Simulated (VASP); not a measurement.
Wanted: the native input for a VASP 6.6.1 run.

* Task: relaxation of cell and atoms
* Functional: PBEsol
* Potentials or basis: VASP PAW PBE potentials, release 64 (Na_pv, F)
* Cutoff: 600 eV
* k mesh: 8 × 8 × 8
* Occupations: gaussian, width 0.02 eV
* Spin: no spin polarisation
* Dipole correction: no
* Further INCAR settings: ALGO = Normal; EDIFF = 1e-06; IBRION = 2; EDIFFG = -0.005; NSW = 100; ISIF = 3

The structure of NaF lies in POSCAR:

```
NaF
1.0
    0.0000000000     -2.3233000000     -2.3233000000
    2.3233000000      0.0000000000     -2.3233000000
    2.3233000000     -2.3233000000      0.0000000000
Na F
1 1
Direct
    0.0000000000      0.0000000000      0.0000000000
    0.5000000000      0.5000000000      0.5000000000
```

One way to write it, as run:

INCAR

```
SYSTEM = NaF
PREC = Accurate
ENCUT = 600
EDIFF = 1E-6
ISMEAR = 0
SIGMA = 0.02
LREAL = .FALSE.
LASPH = .TRUE.
NELM = 100
ALGO = Normal
ISIF = 3
LWAVE = .FALSE.
LCHARG = .FALSE.
GGA = PS
IBRION = 2
NSW = 100
EDIFFG = -0.005
```

KPOINTS

```
Automatic mesh
0
G
  8 8 8
  0 0 0
```

Potentials or basis: VASP PAW PBE potentials, release 64 (Na_pv, F).

Launch:

```sh
$ cat potpaw_PBE.64/Na_pv/POTCAR potpaw_PBE.64/F/POTCAR > POTCAR
$ mpirun -np 1 vasp_std > vasp.out
```

Results of the run:

```
Relaxed volume                         : 12.37 Å³/atom
Relaxed cell                           : a = 3.271 Å, b = 3.271 Å, c = 3.271 Å, α = 60.00°, β = 60.00°, γ = 60.00°
Space group after relaxing (to 0.05 Å) : Fm-3m (No. 225)
Energy gained by relaxing              : 0.4 meV/atom
Ionic steps                            : 3
Pressure after relaxing                : 0.0 GPa
Band gap on the k mesh                 : 6.19 eV, direct
```

Caveat: the PAW data sets were made with another functional, which shifts forces and pressure a little.

It took 12 s on 1 thread of Intel(R) Xeon(R) 6975P-C (Granite Rapids) (shared host), peak memory 0.15 GiB.
